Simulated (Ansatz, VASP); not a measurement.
Sb5S2: VASP beside Ansatz

```
CELL_PARAMETERS angstrom
-2.06920 3.58341 -0.00626
-4.13939 -0.00048 0.00364
-2.08093 1.15941 13.13411
ATOMIC_POSITIONS crystal
Sb 0.00087 0.00058 0.00014
Sb 0.57226 0.57485 0.27810
Sb 0.42789 0.42487 0.72182
Sb 0.86747 0.86381 0.40297
Sb 0.13294 0.13549 0.59690
S 0.29698 0.29406 0.11321
S 0.70160 0.70634 0.88686
```

Change from the starting cell: cell x1, atoms moved at random (sigma 0.05 Å) and cell strained at random (1.5 %), then relaxed without symmetry.

Alike in both runs: functional PBE; k mesh 6 × 6 × 6; occupations gaussian, width 0.2 eV; no spin polarisation.

Ansatz relaxed the structure, and its values are those at the end. VASP's run is a single point on that final structure, the one shown.

|  | VASP | Ansatz |
| --- | --- | --- |
| version | VASP 6.6.1 | Ansatz 0.2.0 |
| potentials or method | VASP PAW PBE potentials, release 64 (Sb, S), cutoff 520 eV | scalar-relativistic, plane waves, PAW |
| valence electrons in the cell | 37 | 87 |

VASP gave:

```
gap on the k mesh at the Fermi level (eV) : none
pressure (GPa)                            : 0.0
rms of the force components (eV/Å)        : 0.025
```

Task: Which values does Ansatz return?

Result: gap on the k mesh at the Fermi level (eV): none; pressure (GPa): 0.0; rms of the force components (eV/Å): 0.006.

A gap of «none» marks a metal or a gap that the smearing closes. VASP's potentials hold 37 valence electrons a cell and Ansatz's 87, so a difference there can come from the potentials and not from the codes.

Neither program's run includes spin-orbit coupling.
